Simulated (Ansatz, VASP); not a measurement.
# SnO2 in VASP and in Ansatz

```
CELL_PARAMETERS angstrom
5.11737 0.00000 0.00000
0.00000 5.11737 0.00000
0.00000 0.00000 3.23799
ATOMIC_POSITIONS crystal
Sn 0.00000 0.00000 0.00000
Sn 0.50000 0.50000 0.50000
O 0.30661 0.30661 0.00000
O 0.19339 0.80661 0.50000
O 0.69339 0.69339 0.00000
O 0.80661 0.19339 0.50000
```

Change from the starting cell: strain +0.0600 x Voigt [1, 1, 0, 0, 0, 0], atoms carried along.

Alike in both runs: task single point; functional PBE; k mesh 6 × 6 × 8; occupations gaussian, width 0.05 eV; no spin polarisation.

```csv
,VASP,Ansatz
version,VASP 6.6.1,Ansatz 0.2.0
potentials or method,"VASP PAW PBE potentials, release 64 (Sn_d, O), cutoff 520 eV","scalar-relativistic, plane waves, PAW"
valence electrons in the cell,52,52
```

```csv
,VASP,Ansatz,Ansatz less VASP
gap on the k mesh at the Fermi level (eV),0.09,0.09,0.000
least direct gap on the mesh (eV),0.15,0.14,-0.014
pressure (GPa),-13.5,-13.9,-0.36
"traceless stress, the component that is largest in VASP (GPa)",2.76,2.54,-0.224
rms of the force components (eV/Å),0.221,0.235,+0.0143
```

Atom by atom the forces differ by 0.014 eV/Å (rms over components).
